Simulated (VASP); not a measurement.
# CO2 (I-42d) in VASP: single point with PBE+D3(BJ)

Aim: the single point of CO2 with PBE+D3(BJ).

Everything below comes from runs of VASP 6.6.1. Logs are shortened: lines on timing, memory, paths and dates and some standing lists are left out, and cuts for length are marked.

## 1. The cell of the first run

Symmetry: I-42d, No. 122, tetragonal system. The conventional cell has a = 3.454 Å, b = 3.454 Å, c = 5.968 Å, α = 90.00°, β = 90.00°, γ = 90.00°. C (site symmetry -4) has 4 O at 1.35 Å within 1.8 Å. Within 1.8 Å of O (site symmetry 2) lie 2 C at 1.35 Å.

## 2. Single point, PBE+D3(BJ)

File INCAR:

```
ALGO     = Normal         # electronic algorithm
EDIFF    = 1E-6           # SCF threshold, eV
ENCUT    = 1340           # plane-wave cutoff, eV
GGA      = PE             # functional
GGA_COMPAT= False        
ISIF     = 2              # what is computed and relaxed
ISMEAR   = 0              # smearing method
IVDW     = 12             # dispersion correction
LASPH    = True           # aspherical terms in the spheres
LCHARG   = False          # write CHGCAR
LREAL    = False          # projectors in reciprocal space
LWAVE    = False          # write WAVECAR
NBANDS   = 25             # bands
NELM     = 120            # most SCF steps
PREC     = Accurate       # precision mode
SIGMA    = 0.01           # smearing width, eV
```

File KPOINTS:

```
k-points
0
Gamma
  8 8 8
```

File POSCAR:

```
CO2
1.0
   -1.7272105819      1.7272105819      2.9841383212
    1.7272105819     -1.7272105819      2.9841383212
    1.7272105819      1.7272105819     -2.9841383212
C O
2 4
Direct
    0.0000000000      0.0000000000      0.0000000000
    0.7500000000      0.2500000000      0.5000000000
    0.3750000000      0.3362633428      0.4612633428
    0.6637366572      0.1250000000      1.0387366572
    0.8750000000      0.9137366572      0.5387366572
    0.0862633428      0.6250000000     -0.0387366572
```

Potentials or basis: VASP PAW PBE potentials, release 64 (C_h, O_h).

On the command line:

```bash
$ cat potpaw_PBE.64/C_h/POTCAR potpaw_PBE.64/O_h/POTCAR > POTCAR
$ mpirun -np 1 vasp_std > vasp.out
```

OUTCAR:

```text
EDIFF = 1E-6
   ENCUT = 1340
   GGA = PE
   ISIF = 2
   ISMEAR = 0
   IVDW = 12
   LASPH = True
   LREAL = False
   NELM = 120
   PREC = Accurate
 IVDW          = 12

 ion  position               nearest neighbor table
   1  0.000  0.000  0.000-   3 1.35   4 1.35   5 1.35   6 1.35
   2  0.750  0.250  0.500-   6 1.35   4 1.35   5 1.35   3 1.35
   3  0.375  0.336  0.461-   1 1.35   2 1.35
   4  0.664  0.125  0.039-   1 1.35   2 1.35
   5  0.875  0.914  0.539-   1 1.35   2 1.35
   6  0.086  0.625  0.961-   2 1.35   1 1.35

  LATTYP: Found a body centered tetragonal cell.
 ALAT       =     3.4544211638
 C/A-ratio  =     1.7277211896

  Lattice vectors:

 A1 = (  -1.7272105819,   1.7272105819,   2.9841383212)
 A2 = (   1.7272105819,  -1.7272105819,   2.9841383212)
 A3 = (   1.7272105819,   1.7272105819,  -2.9841383212)

Analysis of symmetry for initial positions (statically):
=====================================================================
 Subroutine PRICEL returns:
 Original cell was already a primitive cell.

 Routine SETGRP: Setting up the symmetry group for a
 body centered tetragonal supercell.

 Subroutine GETGRP returns: Found  8 space group operations
 (whereof  4 operations were pure point group operations)
 out of a pool of 16 trial point group operations.

The static configuration has the point symmetry S_4 .
 The point group associated with its full space group is D_2d.

Analysis of symmetry for dynamics (positions and initial velocities):
=====================================================================
 Subroutine PRICEL returns:
 Original cell was already a primitive cell.

 Routine SETGRP: Setting up the symmetry group for a
 body centered tetragonal supercell.

 Subroutine GETGRP returns: Found  8 space group operations
 (whereof  4 operations were pure point group operations)
 out of a pool of 16 trial point group operations.

The dynamic configuration has the point symmetry S_4 .
 The point group associated with its full space group is D_2d.

 Subroutine INISYM returns: Found  8 space group operations
 (whereof  4 operations are pure point group operations),
 and found     1 'primitive' translations

----------------------------------------------------------------------------------------

                                     Primitive cell

  volume of cell :      35.6098

  direct lattice vectors                    reciprocal lattice vectors
    -1.727210582  1.727210582  2.984138321     0.000000000  0.289484100  0.167552555
     1.727210582 -1.727210582  2.984138321     0.289484100  0.000000000  0.167552555
     1.727210582  1.727210582 -2.984138321     0.289484100  0.289484100  0.000000000

  length of vectors
     3.856370613  3.856370613  3.856370613     0.334477058  0.334477058  0.409392340

  position of ions in fractional coordinates (direct lattice)
     0.000000000  0.000000000  0.000000000
     0.750000000  0.250000000  0.500000000
     0.375000000  0.336263343  0.461263343
     0.663736657  0.125000000  0.038736657
     0.875000000  0.913736657  0.538736657
     0.086263343  0.625000000  0.961263343

  ion indices of the primitive-cell ions
   primitive index   ion index
                 1           1
                 2           2
                 3           3
                 4           4
                 5           5
                 6           6

----------------------------------------------------------------------------------------

 KPOINTS: k-points

Automatic generation of k-mesh.
 Grid dimensions read from file:
 generate k-points for:    8    8    8

 Generating k-lattice:

  Cartesian coordinates                     Fractional coordinates (reciprocal lattice)
     0.000000000  0.036185512  0.020944069     0.125000000 -0.000000000  0.000000000
     0.036185512  0.000000000  0.020944069    -0.000000000  0.125000000  0.000000000
     0.036185512  0.036185512  0.000000000     0.000000000  0.000000000  0.125000000

  Length of vectors
     0.041809632  0.041809632  0.051174042

  Shift w.r.t. Gamma in fractional coordinates (k-lattice)
     0.000000000  0.000000000  0.000000000

 Subroutine IBZKPT returns following result:
 ===========================================

 Found     59 irreducible k-points:

 Following reciprocal coordinates:
            Coordinates               Weight
  0.000000  0.000000  0.000000      1.000000
  0.125000  0.000000 -0.000000      8.000000
  0.250000  0.000000 -0.000000      8.000000
  0.375000  0.000000 -0.000000      8.000000
  0.500000  0.000000 -0.000000      4.000000
  0.125000  0.125000 -0.000000      8.000000
[... 16 lines left out ...]
  0.250000  0.125000  0.125000     16.000000
  0.375000  0.125000  0.125000      8.000000
 [... further k-points ...]
   k-points           NKPTS =     59   k-points in BZ     NKDIM =     59   number of bands    NBANDS=     25
   number of dos      NEDOS =    301   number of ions     NIONS =      6
   total plane-waves  NPLWV = 110592
   dimension x,y,z NGX =    48 NGY =   48 NGZ =   48
   dimension x,y,z NGXF=    96 NGYF=   96 NGZF=   96
   ions per type =               2   4
   NGX,Y,Z   is equivalent  to a cutoff of  20.69, 20.69, 20.69 a.u.
   NGXF,Y,Z  is equivalent  to a cutoff of  41.39, 41.39, 41.39 a.u.
 SYSTEM =  unknown system
   PREC   = accura    normal or accurate (medium, high low for compatibility)
   ISTART =      0    job   : 0-new  1-cont  2-samecut
   ICHARG =      2    charge: 1-file 2-atom 10-const
   ISPIN  =      1    spin polarized calculation?
   LNONCOLLINEAR =      F non collinear calculations
   LSORBIT =      F    spin-orbit coupling
   LASPH  =      T    aspherical Exc in radial PAW
   ENCUT  = 1340.0 eV  98.49 Ry    9.92 a.u.  11.51 11.51 11.51*2*pi/ulx,y,z
   NELM   =    120;   NELMIN=  2; NELMDL= -5     # of ELM steps
   EDIFF  = 0.1E-05   stopping-criterion for ELM
   LREAL  =      F    real-space projection
   EDIFFG = 0.1E-04   stopping-criterion for IOM
   NSW    =      0    number of steps for IOM
   IBRION =     -1    ionic relax: 0-MD 1-quasi-New 2-CG
   NFREE  =      0    steps in history (QN), initial steepest desc. (CG)
   ISIF   =      2    stress and relaxation
   ISYM   =      2    0-nonsym 1-usesym 2-fastsym
   POTIM  = 0.5000    time-step for ionic-motion
   TEBEG  =    0.0;   TEEND  =   0.0 temperature during run
   PSTRESS=    0.0 pullay stress
   NELECT =      32.0000    total number of electrons
   NUPDOWN=      -1.0000    fix difference up-down
   EMIN   =  10.00;   EMAX   =-10.00  energy-range for DOS
   EFERMI =   0.00;   METHOD = LEGACY
   ISMEAR =     0;   SIGMA  =   0.01  broadening in eV -4-tet -1-fermi 0-gaus
   EFERMI_NEDOS =   21; number of points for ismear=-14 and -15
   IALGO  =     38    algorithm
   IMIX   =      4    mixing-type and parameters
     AMIX     =   0.40;   BMIX     =  1.00
     AMIX_MAG =   1.60;   BMIX_MAG =  1.00
  volume/ion in A,a.u.               =       5.93        40.05
  Fermi-wavevector in a.u.,A,eV,Ry     =   1.579798  2.985386 33.956914  2.495763
  Thomas-Fermi vector in A             =   2.680123
   LORBIT       =      0    0 simple, 1 ext, 2 COOP (PROOUT), +10 PAW based schemes
   GGA     = PE    functional components
   LHFCALC =     F    Hartree Fock is set to
   AEXX    =    0.0000 exact exchange contribution
   IVDW    =    12    specifies the selected vdW correction
   LEPSILON=     F    determine dielectric tensor
   LRPA    =     F    only Hartree local field effects (RPA)
 non-spin polarized calculation
 Gauss-broadening in eV      SIGMA  =   0.01
  energy-cutoff  :     1340.00
  volume of cell :       35.61
 maximum number of plane-waves:      4057
 NGX is ok and might be reduce to    48
   NGX = 23   NGY = 23   NGZ = 23

 number of electron      31.9999999 magnetization

 Free energy of the ion-electron system (eV)
  ---------------------------------------------------
  ext. energy  EPLUGINS =         0.00000000
  ---------------------------------------------------
  free energy    TOTEN  =       -41.86208638 eV

  energy without entropy =      -41.86208638  energy(sigma->0) =      -41.86208638

 E-fermi :   7.0952     XC(G=0): -12.9013

 val. band max:        7.0017291124   @ k =  -0.2500   0.3750   0.2500
 cond. band min:      14.4454142276   @ k =   0.0000   0.0000   0.0000
 fundamental gap:      7.4436851152
 Fermi energy:         7.0952267211

 k-point     1 :       0.0000    0.0000    0.0000
  band No.  band energies     occupation
      1     -19.1373      2.00000
      2     -12.6496      2.00000
      3     -12.6496      2.00000
      4     -12.2969      2.00000
      5      -7.8590      2.00000
      6      -3.4624      2.00000
[... 17 lines left out ...]
     24      22.1817      0.00000
     25      24.2624      0.00000

 k-point     2 :       0.1250    0.0000   -0.0000
  band No.  band energies     occupation
      1     -18.9953      2.00000
      2     -12.9741      2.00000
      3     -12.7309      2.00000
      4     -12.3967      2.00000
      5      -7.5449      2.00000
      6      -3.5385      2.00000
[... 17 lines left out ...]
     24      22.4127      0.00000
     25      24.4548      0.00000

 k-point     3 :       0.2500    0.0000   -0.0000
  band No.  band energies     occupation
      1     -18.5913      2.00000
      2     -13.8716      2.00000
      3     -12.8592      2.00000
      4     -12.5382      2.00000
      5      -6.9397      2.00000
      6      -3.6186      2.00000
[... 552 lines left out ...]
 k-point    23 :       0.2500    0.1250    0.1250
  band No.  band energies     occupation
      1     -17.6417      2.00000
      2     -15.0156      2.00000
      3     -13.2691      2.00000
      4     -12.8849      2.00000
      5      -6.2628      2.00000
      6      -4.3143      2.00000
[... 17 lines left out ...]
     24      22.4406      0.00000
     25      25.4854      0.00000

 k-point    24 :       0.3750    0.1250    0.1250
  band No.  band energies     occupation
      1     -17.2806      2.00000
      2     -15.4692      2.00000
      3     -13.2894      2.00000
      4     -12.9802      2.00000
      5      -6.1335      2.00000
      6      -4.1504      2.00000
[... 17 lines left out ...]
     24      22.1601      0.00000
     25      25.9681      0.00000

 [... further k-points ...]

------------------------ aborting loop because EDIFF is reached ----------------------------------------

 Edisp (eV)   -0.80892

 E8    (eV) :    -0.2084

  FORCE on cell =-STRESS in cart. coord.  units (eV):
  Direction    XX          YY          ZZ          XY          YZ          ZX
  --------------------------------------------------------------------------------------
  -------------------------------------------------------------------------------------
  Total      13.26936    13.26936    13.28572     0.00000     0.00000     0.00000
  in kB     597.02306   597.02306   597.75904     0.00000     0.00000     0.00000
  external pressure =      597.27 kB  Pullay stress =        0.00 kB

 VOLUME and BASIS-vectors are now :
 -----------------------------------------------------------------------------
  energy-cutoff  :     1340.00
  volume of cell :       35.61
      direct lattice vectors                 reciprocal lattice vectors
    -1.727210582  1.727210582  2.984138321     0.000000000  0.289484100  0.167552555
     1.727210582 -1.727210582  2.984138321     0.289484100  0.000000000  0.167552555
     1.727210582  1.727210582 -2.984138321     0.289484100  0.289484100  0.000000000

 POSITION                                       TOTAL-FORCE (eV/Angst)
 -----------------------------------------------------------------------------------
      0.00000      0.00000      0.00000         0.000000     -0.000000      0.000000
     -0.00000      1.72721      1.49207        -0.000000      0.000000      0.000000
      0.72979      0.86361      0.74603         0.014317      0.000000      0.000000
     -0.86361      0.99742      2.23810         0.000000     -0.014317      0.000000
      0.99742      0.86361      3.73017        -0.014317      0.000000      0.000000
      2.59082      0.72979     -0.74603         0.000000      0.014317      0.000000
 -----------------------------------------------------------------------------------
    total drift:                               -0.000000     -0.000000     -0.000000

  FREE ENERGIE OF THE ION-ELECTRON SYSTEM (eV)
  ---------------------------------------------------
  free  energy   TOTEN  =       -42.6710060017 eV

  energy  without entropy=      -42.6710060017  energy(sigma->0) =      -42.67100600
```

Wall time 4.2 min (1 thread of Intel Xeon Platinum 8375C at 2.90GHz (Ice Lake), shared host); peak memory 0.4 GiB.

Results:

* Free energy: -42.6710 eV
* Pressure: 59.7 GPa
* Largest force: 0.014 eV/Å
* Band gap on the k mesh: 7.44 eV (least direct gap 7.64 eV)
* Dispersion energy per atom: -0.135 eV

Forces in eV/Å, atoms in the order of the input:
```
C    0.000  0.000  0.000
C    0.000  0.000  0.000
O    0.014  0.000  0.000
O    0.000 -0.014  0.000
O   -0.014  0.000  0.000
O    0.000  0.014  0.000
```

Caveat: the cell stands under pressure.
